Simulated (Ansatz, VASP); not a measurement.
# Two plane-wave programs on HPt6

```xyz
14
Lattice="5.6143 0.0000 0.0000 -2.8072 4.8622 0.0000 0.0000 0.0000 22.6193" Properties=species:S:1:pos:R:3 pbc="T T T"
Pt    1.4036    0.8104    4.0000
Pt    0.0000    3.2414    4.0000
Pt    4.2107    0.8104    4.0000
Pt    2.8072    3.2414    4.0000
Pt    0.0000    1.6207    6.3097
Pt   -1.4036    4.0518    6.3097
Pt    2.8072    1.6207    6.3097
Pt    1.4036    4.0518    6.3097
Pt    0.0000    0.0000    8.6193
Pt   -1.4036    2.4311    8.6193
Pt    2.8072    0.0000    8.6193
Pt    1.4036    2.4311    8.6193
H     0.0000    1.9716   10.0293
H     0.0000    2.8906   10.0293
```

Alike in both runs: task single point; functional PBE; k mesh 6 × 6 × 1; occupations gaussian, width 0.1 eV; no spin polarisation.

```csv
,VASP,Ansatz
version,VASP 6.6.1,Ansatz 0.2.0
potentials or method,"VASP PAW PBE potentials, release 64 (Pt, H), cutoff 520 eV","scalar-relativistic, plane waves, PAW"
valence electrons in the cell,122,218
```

VASP gave:

- gap on the k mesh at the Fermi level (eV): none
- rms of the force components (eV/Å): 0.196
- work function, face that differs most (eV): 5.78

Question: Which values does Ansatz return?

Answer: gap on the k mesh at the Fermi level (eV): none; rms of the force components (eV/Å): 0.199; work function, face that differs most (eV): 5.79.

Atom by atom the forces differ by 0.009 eV/Å (rms over components). A gap of «none» marks a metal or a gap that the smearing closes. VASP's potentials hold 122 valence electrons a cell and Ansatz's 218, so a difference there can come from the potentials and not from the codes.

Spin-orbit coupling is off throughout.
